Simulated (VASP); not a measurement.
## MgO: single point with PBE

MgO:

```
Mg O
1.0
     0.00000    2.13515    2.13515
     2.13515    0.00000    2.13515
     2.13515    2.13515    0.00000
Mg O
1 1
Direct
  0.04391 0.95609 0.04391
  0.50000 0.50000 0.50000
```

This cell differs from its parent crystal: all Mg atoms moved +0.188 Å, as atom 1 along Cartesian [0 1 0].

```yaml
Program: VASP 6.6.1
Task: single point
Functional: PBE
Potentials_or_basis: VASP PAW PBE potentials, release 64 (Mg, O)
Cutoff: 520 eV
k_mesh: 10 × 10 × 10
Occupations: gaussian, width 0.05 eV
Spin: no spin polarisation
```

```json
{"Pressure": "0.7 GPa", "Largest force": "1.081 eV/Å", "Band gap on the k mesh": "4.33 eV, direct"}
```

Forces in eV/Å, atoms in the order of the input:
```
Mg   0.000 -1.081  0.000
O    0.000  1.081  0.000
```

Stress tensor (GPa, compression positive):
```
-3.05  0.00  0.00
 0.00  8.20  0.00
 0.00  0.00 -3.05
```

Levels at points of the mesh, in eV from the valence-band top:
```tsv
k point	band 1	band 2	band 3	band 4	band 5	band 6	band 7	band 8
(0.00, 0.00, 0.00)	-17.05	-0.05	0.00	0.00	4.33	15.65	15.72	15.72
(0.50, 0.00, 0.00)	-15.87	-4.41	-0.60	-0.58	7.67	12.02	15.88	16.01
(0.50, 0.50, 0.00)	-15.63	-3.89	-1.30	-1.28	9.19	9.39	12.71	18.32
(0.50, 0.00, 0.50)	-15.63	-3.86	-1.27	-1.27	9.10	9.33	12.72	18.41
```

Wall time 43 s on 1 thread of AMD EPYC 7R43 64-Core Processor (Zen 3), with other jobs on the host, peak memory 0.11 GiB.

Caveat: the cell differs from its parent crystal (all Mg atoms moved +0.188 Å, as atom 1 along Cartesian [0 1 0]); forces of over 1 eV/Å act on the atoms, so gaps and moduli don't describe the material at rest.
